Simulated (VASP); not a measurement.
# Na (Im-3m) in VASP: further runs

Na is run at these levels: LDA; tasks: single point.

All numbers are computed with VASP 6.6.1; they aren't measurements. Logs are shortened: lines on timing, memory, paths and dates and some standing lists are left out, and cuts for length are marked.

### 1 The cell of the first run

The structure is cubic, space group Im-3m (No. 229). Conventional cell: a = 4.224 Å, b = 4.224 Å, c = 4.224 Å, α = 90.00°, β = 90.00°, γ = 90.00°. Na (site symmetry m-3m) has 14 Na at 3.66 to 4.22 Å within 4.8 Å.

### 2 Single point, LDA

File INCAR:

```
PREC = Accurate
ENCUT = 520
EDIFF = 1E-6
ISMEAR = -1
SIGMA = 0.05
LREAL = F
LASPH = T
NELM = 80
ALGO = Normal
ISIF = 2
LWAVE = F
LCHARG = T
LELF = T
LVHAR = T
NBANDS = 10
```

File KPOINTS:

```
Automatic mesh
0
Gamma
  9 9 9
```

File POSCAR:

```
Na
1.0
   -2.1120640205      2.1120640205      2.1120640205
    2.1120640205     -2.1120640205      2.1120640205
    2.1120640205      2.1120640205     -2.1120640205
Na
1
Direct
    0.0000000000      0.0000000000      0.0000000000
```

Potentials or basis: VASP PAW LDA potentials, release 64 (Na_pv).

Started as:

```sh
> cat potpaw_LDA.64/Na_pv/POTCAR > POTCAR
> mpirun -np 1 vasp_std > vasp.out
```

OUTCAR:

```text
PREC = Accurate
   ENCUT = 520
   EDIFF = 1E-6
   ISMEAR = -1
   LREAL = F
   LASPH = T
   NELM = 80
   ISIF = 2

 ion  position               nearest neighbor table
   1  0.000  0.000  0.000-

  LATTYP: Found a body centered cubic cell.
 ALAT       =     4.2241280410

  Lattice vectors:

 A1 = (  -2.1120640205,   2.1120640205,   2.1120640205)
 A2 = (   2.1120640205,  -2.1120640205,   2.1120640205)
 A3 = (   2.1120640205,   2.1120640205,  -2.1120640205)

Analysis of symmetry for initial positions (statically):
=====================================================================
 Subroutine PRICEL returns:
 Original cell was already a primitive cell.

 Routine SETGRP: Setting up the symmetry group for a
 body centered cubic supercell.

 Subroutine GETGRP returns: Found 48 space group operations
[... 9 lines left out ...]

 Routine SETGRP: Setting up the symmetry group for a
 body centered cubic supercell.

 Subroutine GETGRP returns: Found 48 space group operations
[... 11 lines left out ...]
                                     Primitive cell

  volume of cell :      37.6861

  direct lattice vectors                    reciprocal lattice vectors
    -2.112064021  2.112064021  2.112064021     0.000000000  0.236735248  0.236735248
     2.112064021 -2.112064021  2.112064021     0.236735248  0.000000000  0.236735248
     2.112064021  2.112064021 -2.112064021     0.236735248  0.236735248  0.000000000

  length of vectors
     3.658202192  3.658202192  3.658202192     0.334794199  0.334794199  0.334794199

  position of ions in fractional coordinates (direct lattice)
     0.000000000  0.000000000  0.000000000

  ion indices of the primitive-cell ions
   primitive index   ion index
                 1           1

----------------------------------------------------------------------------------------

 KPOINTS: Automatic mesh

Automatic generation of k-mesh.
 Grid dimensions read from file:
 generate k-points for:    9    9    9

 Generating k-lattice:

  Cartesian coordinates                     Fractional coordinates (reciprocal lattice)
     0.000000000  0.026303916  0.026303916     0.111111111  0.000000000  0.000000000
     0.026303916  0.000000000  0.026303916     0.000000000  0.111111111  0.000000000
     0.026303916  0.026303916  0.000000000     0.000000000  0.000000000  0.111111111

  Length of vectors
     0.037199355  0.037199355  0.037199355

  Shift w.r.t. Gamma in fractional coordinates (k-lattice)
     0.000000000  0.000000000  0.000000000

 Subroutine IBZKPT returns following result:
 ===========================================

 Found     35 irreducible k-points:

 Following reciprocal coordinates:
            Coordinates               Weight
  0.000000  0.000000  0.000000      1.000000
  0.111111  0.000000  0.000000     12.000000
  0.222222  0.000000  0.000000     12.000000
  0.333333  0.000000  0.000000     12.000000
  0.444444  0.000000  0.000000     12.000000
  0.111111  0.111111  0.000000     24.000000
[... 16 lines left out ...]
 -0.333333  0.444444  0.111111     48.000000
 -0.444444 -0.444444  0.111111     24.000000
 [... further k-points ...]
   k-points           NKPTS =     35   k-points in BZ     NKDIM =     35   number of bands    NBANDS=     10
   number of dos      NEDOS =    301   number of ions     NIONS =      1
   total plane-waves  NPLWV =  21952
   dimension x,y,z NGX =    28 NGY =   28 NGZ =   28
   dimension x,y,z NGXF=    56 NGYF=   56 NGZF=   56
   ions per type =               1
   NGX,Y,Z   is equivalent  to a cutoff of  12.72, 12.72, 12.72 a.u.
   NGXF,Y,Z  is equivalent  to a cutoff of  25.45, 25.45, 25.45 a.u.
 SYSTEM =  unknown system
   PREC   = accura    normal or accurate (medium, high low for compatibility)
   ISTART =      0    job   : 0-new  1-cont  2-samecut
   ICHARG =      2    charge: 1-file 2-atom 10-const
   ISPIN  =      1    spin polarized calculation?
   LNONCOLLINEAR =      F non collinear calculations
   LSORBIT =      F    spin-orbit coupling
   LASPH  =      T    aspherical Exc in radial PAW
   ENCUT  =  520.0 eV  38.22 Ry    6.18 a.u.   6.80  6.80  6.80*2*pi/ulx,y,z
   NELM   =     80;   NELMIN=  2; NELMDL= -5     # of ELM steps
   EDIFF  = 0.1E-05   stopping-criterion for ELM
   LREAL  =      F    real-space projection
   EDIFFG = 0.1E-04   stopping-criterion for IOM
   NSW    =      0    number of steps for IOM
   IBRION =     -1    ionic relax: 0-MD 1-quasi-New 2-CG
   NFREE  =      0    steps in history (QN), initial steepest desc. (CG)
   ISIF   =      2    stress and relaxation
   ISYM   =      2    0-nonsym 1-usesym 2-fastsym
   POTIM  = 0.5000    time-step for ionic-motion
   TEBEG  =    0.0;   TEEND  =   0.0 temperature during run
   PSTRESS=    0.0 pullay stress
   NELECT =       7.0000    total number of electrons
   NUPDOWN=      -1.0000    fix difference up-down
   EMIN   =  10.00;   EMAX   =-10.00  energy-range for DOS
   EFERMI =   0.00;   METHOD = LEGACY
   ISMEAR =    -1;   SIGMA  =   0.05  broadening in eV -4-tet -1-fermi 0-gaus
   EFERMI_NEDOS =   21; number of points for ismear=-14 and -15
   IALGO  =     38    algorithm
   IMIX   =      4    mixing-type and parameters
     AMIX     =   0.40;   BMIX     =  1.00
     AMIX_MAG =   1.60;   BMIX_MAG =  1.00
  volume/ion in A,a.u.               =      37.69       254.32
  Fermi-wavevector in a.u.,A,eV,Ry     =   0.934072  1.765140 11.870958  0.872491
  Thomas-Fermi vector in A             =   2.060839
   LORBIT       =      0    0 simple, 1 ext, 2 COOP (PROOUT), +10 PAW based schemes
   GGA     = CA    functional components
   LHFCALC =     F    Hartree Fock is set to
   AEXX    =    0.0000 exact exchange contribution
   IVDW    =     0    specifies the selected vdW correction
   LEPSILON=     F    determine dielectric tensor
   LRPA    =     F    only Hartree local field effects (RPA)
 non-spin polarized calculation
  energy-cutoff  :      520.00
  volume of cell :       37.69
 maximum number of plane-waves:      1027
   NGX = 13   NGY = 13   NGZ = 13

 number of electron       7.0000002 magnetization

 Free energy of the ion-electron system (eV)
  ---------------------------------------------------
  ext. energy  EPLUGINS =         0.00000000
  ---------------------------------------------------
  free energy    TOTEN  =        -1.44717889 eV

  energy without entropy =       -1.44398864  energy(sigma->0) =       -1.44558377

 E-fermi :   0.0992     XC(G=0):  -6.6823

 val. band max:        0.0019594800   @ k =  -0.3333   0.4444   0.1111
 cond. band min:       0.2003959508   @ k =   0.4444   0.0000   0.0000
 fundamental gap:      0.1984364708
 Fermi energy:         0.0991694631

 k-point     1 :       0.0000    0.0000    0.0000
  band No.  band energies     occupation
      1     -24.8435      2.00000
      2     -24.8435      2.00000
      3     -24.8435      2.00000
      4      -3.1327      2.00000
      5      11.6528      0.00000
      6      11.6528      0.00000
      7      11.6528      0.00000
      8      12.7421      0.00000
      9      12.7421      0.00000
     10      13.3744      0.00000

 k-point     2 :       0.1111    0.0000    0.0000
  band No.  band energies     occupation
      1     -24.8476      2.00000
      2     -24.8449      2.00000
      3     -24.8435      2.00000
      4      -2.9178      2.00000
      5       9.4982      0.00000
      6      10.6655      0.00000
      7      10.9203      0.00000
      8      11.5312      0.00000
      9      12.0188      0.00000
     10      13.4373      0.00000

 k-point     3 :       0.2222    0.0000    0.0000
  band No.  band energies     occupation
      1     -24.8578      2.00000
      2     -24.8484      2.00000
      3     -24.8435      2.00000
      4      -2.2784      2.00000
      5       6.7092      0.00000
      6       9.5084      0.00000
      7      10.0112      0.00000
      8      10.4274      0.00000
      9      11.3466      0.00000
     10      13.9774      0.00000

 k-point     4 :       0.3333    0.0000    0.0000
  band No.  band energies     occupation
      1     -24.8693      2.00000
      2     -24.8523      2.00000
      3     -24.8435      2.00000
      4      -1.2296      2.00000
      5       4.2103      0.00000
      6       8.7057      0.00000
      7       9.3789      0.00000
      8       9.6911      0.00000
      9      10.6904      0.00000
     10      14.8144      0.00000

 k-point     5 :       0.4444    0.0000    0.0000
  band No.  band energies     occupation
      1     -24.8768      2.00000
      2     -24.8549      2.00000
      3     -24.8435      2.00000
      4       0.2004      0.23330
      5       2.0560      0.00000
      6       8.3003      0.00000
      7       9.0610      0.00000
      8       9.3241      0.00000
      9      10.3155      0.00000
     10      15.7767      0.00000

 k-point     6 :       0.1111    0.1111    0.0000
  band No.  band energies     occupation
      1     -24.8546      2.00000
      2     -24.8464      2.00000
      3     -24.8445      2.00000
      4      -2.4907      2.00000
      5       7.9793      0.00000
      6       8.4679      0.00000
      7      10.0838      0.00000
      8      11.5007      0.00000
      9      12.1763      0.00000
     10      13.7263      0.00000
[... 183 lines left out ...]
 k-point    21 :      -0.2222    0.3333    0.1111
  band No.  band energies     occupation
      1     -24.8648      2.00000
      2     -24.8539      2.00000
      3     -24.8488      2.00000
      4      -1.2295      2.00000
      5       5.6553      0.00000
      6       6.2895      0.00000
      7       9.1790      0.00000
      8      10.1947      0.00000
      9      11.2599      0.00000
     10      14.6372      0.00000

 k-point    22 :      -0.4444    0.4444    0.1111
  band No.  band energies     occupation
      1     -24.8757      2.00000
      2     -24.8564      2.00000
      3     -24.8464      2.00000
      4       0.4015      0.00472
      5       2.2550      0.00000
      6       7.1585      0.00000
      7       8.1124      0.00000
      8      10.5875      0.00000
      9      11.6985      0.00000
     10      13.0319      0.00000

 k-point    23 :      -0.3333    0.4444    0.1111
  band No.  band energies     occupation
      1     -24.8717      2.00000
      2     -24.8584      2.00000
      3     -24.8490      2.00000
      4       0.0020      1.74963
      5       3.5973      0.00000
      6       5.4756      0.00000
      7       8.9812      0.00000
      8      10.5938      0.00000
      9      11.0284      0.00000
     10      13.8117      0.00000

 k-point    24 :      -0.4444   -0.4444    0.1111
  band No.  band energies     occupation
      1     -24.8744      2.00000
      2     -24.8602      2.00000
      3     -24.8490      2.00000
      4       1.4138      0.00000
      5       1.8438      0.00000
      6       5.2646      0.00000
      7       8.8309      0.00000
      8      10.5017      0.00000
      9      11.9280      0.00000
     10      12.7539      0.00000

 [... further k-points ...]
[... 5 lines left out ...]
  --------------------------------------------------------------------------------------
  -------------------------------------------------------------------------------------
  Total       -0.2187764     -0.2187764     -0.2187764      0.0000000      0.0000000     -0.0000000
  in kB       -9.3010055     -9.3010055     -9.3010055      0.0000000      0.0000000     -0.0000000
  external PRESSURE =      -9.3010055 kB  Pullay stress =       0.0000000 kB

 VOLUME and BASIS-vectors are now :
 -----------------------------------------------------------------------------
  energy-cutoff  :      520.00
  volume of cell :       37.69
      direct lattice vectors                 reciprocal lattice vectors
    -2.112064021  2.112064021  2.112064021     0.000000000  0.236735248  0.236735248
     2.112064021 -2.112064021  2.112064021     0.236735248  0.000000000  0.236735248
     2.112064021  2.112064021 -2.112064021     0.236735248  0.236735248  0.000000000

 POSITION                                       TOTAL-FORCE (eV/Angst)
 -----------------------------------------------------------------------------------
      0.00000      0.00000      0.00000         0.000000      0.000000      0.000000
 -----------------------------------------------------------------------------------
    total drift:                               -0.000000     -0.000000     -0.000000

  FREE ENERGIE OF THE ION-ELECTRON SYSTEM (eV)
  ---------------------------------------------------
  free  energy   TOTEN  =        -1.4471788938 eV

  energy  without entropy=       -1.4439886400  energy(sigma->0) =       -1.44558377
```

Run time: 3.4 s. Hardware: 1 thread of Intel Xeon 6975P-C (Granite Rapids), shared host; peak memory 0.13 GiB.

What came out:

- Free energy: -1.4472 eV
- Pressure: -0.9 GPa

### 3 Single point, LDA

This run uses another cell than the first one, of 38.47 Å³/atom, 1.021 times its volume.

File INCAR:

```
ALGO     = Normal         # electronic algorithm
EDIFF    = 1E-6           # SCF threshold, eV
ENCUT    = 520            # plane-wave cutoff, eV
GGA      = CA             # functional
ISIF     = 2              # what is computed and relaxed
ISMEAR   = -1             # smearing method
LASPH    = True           # aspherical terms in the spheres
LCHARG   = False          # write CHGCAR
LREAL    = False          # projectors in reciprocal space
LWAVE    = False          # write WAVECAR
NBANDS   = 10             # bands
NELM     = 100            # most SCF steps
PREC     = Accurate       # precision mode
SIGMA    = 0.05           # smearing width, eV
```

File KPOINTS:

```
k-points
0
Gamma
  9 9 9
```

File POSCAR:

```
Na
1.0
   -2.1266304395      2.1266304395      2.1266304395
    2.1266304395     -2.1266304395      2.1266304395
    2.1266304395      2.1266304395     -2.1266304395
Na
1
Direct
    0.0000000000      0.0000000000      0.0000000000
```

Potentials or basis: VASP PAW LDA potentials, release 64 (Na_pv).

Started as:

```sh
> cat potpaw_LDA.64/Na_pv/POTCAR > POTCAR
> mpirun -np 1 vasp_std > vasp.out
```

OUTCAR:

```text
EDIFF = 1E-6
   ENCUT = 520
   GGA = CA
   ISIF = 2
   ISMEAR = -1
   LASPH = True
   LREAL = False
   NELM = 100
   PREC = Accurate

 ion  position               nearest neighbor table
   1  0.000  0.000  0.000-

  LATTYP: Found a body centered cubic cell.
 ALAT       =     4.2532608790

  Lattice vectors:

 A1 = (  -2.1266304395,   2.1266304395,   2.1266304395)
 A2 = (   2.1266304395,  -2.1266304395,   2.1266304395)
 A3 = (   2.1266304395,   2.1266304395,  -2.1266304395)

Analysis of symmetry for initial positions (statically):
=====================================================================
 Subroutine PRICEL returns:
 Original cell was already a primitive cell.

 Routine SETGRP: Setting up the symmetry group for a
 body centered cubic supercell.

 Subroutine GETGRP returns: Found 48 space group operations
[... 9 lines left out ...]

 Routine SETGRP: Setting up the symmetry group for a
 body centered cubic supercell.

 Subroutine GETGRP returns: Found 48 space group operations
[... 11 lines left out ...]
                                     Primitive cell

  volume of cell :      38.4712

  direct lattice vectors                    reciprocal lattice vectors
    -2.126630439  2.126630439  2.126630439     0.000000000  0.235113723  0.235113723
     2.126630439 -2.126630439  2.126630439     0.235113723  0.000000000  0.235113723
     2.126630439  2.126630439 -2.126630439     0.235113723  0.235113723  0.000000000

  length of vectors
     3.683431970  3.683431970  3.683431970     0.332501016  0.332501016  0.332501016

  position of ions in fractional coordinates (direct lattice)
     0.000000000  0.000000000  0.000000000

  ion indices of the primitive-cell ions
   primitive index   ion index
                 1           1

----------------------------------------------------------------------------------------

 KPOINTS: k-points

Automatic generation of k-mesh.
[... 81 lines left out ...]
   ISMEAR =    -1;   SIGMA  =   0.05  broadening in eV -4-tet -1-fermi 0-gaus
   EFERMI_NEDOS =   21; number of points for ismear=-14 and -15
   IALGO  =     38    algorithm
   IMIX   =      4    mixing-type and parameters
     AMIX     =   0.40;   BMIX     =  1.00
     AMIX_MAG =   1.60;   BMIX_MAG =  1.00
  volume/ion in A,a.u.               =      38.47       259.62
  Fermi-wavevector in a.u.,A,eV,Ry     =   0.927674  1.753050 11.708894  0.860579
  Thomas-Fermi vector in A             =   2.053769
   LORBIT       =      0    0 simple, 1 ext, 2 COOP (PROOUT), +10 PAW based schemes
   GGA     = CA    functional components
   LHFCALC =     F    Hartree Fock is set to
   AEXX    =    0.0000 exact exchange contribution
   IVDW    =     0    specifies the selected vdW correction
   LEPSILON=     F    determine dielectric tensor
   LRPA    =     F    only Hartree local field effects (RPA)
 non-spin polarized calculation
  energy-cutoff  :      520.00
  volume of cell :       38.47
 maximum number of plane-waves:      1055
   NGX = 13   NGY = 13   NGZ = 13

 number of electron       7.0000006 magnetization

 Free energy of the ion-electron system (eV)
  ---------------------------------------------------
  ext. energy  EPLUGINS =         0.00000000
  ---------------------------------------------------
  free energy    TOTEN  =        -1.44239975 eV

  energy without entropy =       -1.43917579  energy(sigma->0) =       -1.44078777

 E-fermi :   0.0443     XC(G=0):  -6.6254

 val. band max:       -0.0523939398   @ k =  -0.3333   0.4444   0.1111
 cond. band min:       0.1438961591   @ k =   0.4444   0.0000   0.0000
 fundamental gap:      0.1962900989
 Fermi energy:         0.0443323013

 k-point     1 :       0.0000    0.0000    0.0000
  band No.  band energies     occupation
      1     -24.9166      2.00000
      2     -24.9166      2.00000
      3     -24.9166      2.00000
      4      -3.1452      2.00000
      5      11.4684      0.00000
      6      11.4684      0.00000
      7      11.4684      0.00000
      8      12.5443      0.00000
      9      12.5443      0.00000
     10      13.1030      0.00000
[... 287 lines left out ...]
 k-point    24 :      -0.4444   -0.4444    0.1111
  band No.  band energies     occupation
      1     -24.9453      2.00000
      2     -24.9321      2.00000
      3     -24.9217      2.00000
      4       1.3481      0.00000
      5       1.7594      0.00000
      6       5.1394      0.00000
      7       8.6642      0.00000
      8      10.3072      0.00000
      9      11.7327      0.00000
     10      12.5140      0.00000

 [... further k-points ...]
[... 5 lines left out ...]
  --------------------------------------------------------------------------------------
  -------------------------------------------------------------------------------------
  Total       -0.2494450     -0.2494450     -0.2494450      0.0000000     -0.0000000      0.0000000
  in kB      -10.3884162    -10.3884162    -10.3884162      0.0000000     -0.0000000      0.0000000
  external PRESSURE =     -10.3884162 kB  Pullay stress =       0.0000000 kB

 VOLUME and BASIS-vectors are now :
 -----------------------------------------------------------------------------
  energy-cutoff  :      520.00
  volume of cell :       38.47
      direct lattice vectors                 reciprocal lattice vectors
    -2.126630439  2.126630439  2.126630439     0.000000000  0.235113723  0.235113723
     2.126630439 -2.126630439  2.126630439     0.235113723  0.000000000  0.235113723
     2.126630439  2.126630439 -2.126630439     0.235113723  0.235113723  0.000000000

 POSITION                                       TOTAL-FORCE (eV/Angst)
 -----------------------------------------------------------------------------------
      0.00000      0.00000      0.00000        -0.000000      0.000000      0.000000
 -----------------------------------------------------------------------------------
    total drift:                               -0.000000     -0.000000     -0.000000

  FREE ENERGIE OF THE ION-ELECTRON SYSTEM (eV)
  ---------------------------------------------------
  free  energy   TOTEN  =        -1.4423997484 eV

  energy  without entropy=       -1.4391757906  energy(sigma->0) =       -1.44078777
```

It took 3.2 s on 1 thread of Intel Xeon 6975P-C (Granite Rapids), shared host; peak memory 0.13 GiB.

Results:

* Free energy: -1.4424 eV
* Pressure: -1.0 GPa

(Continued in part 2 of 2.)
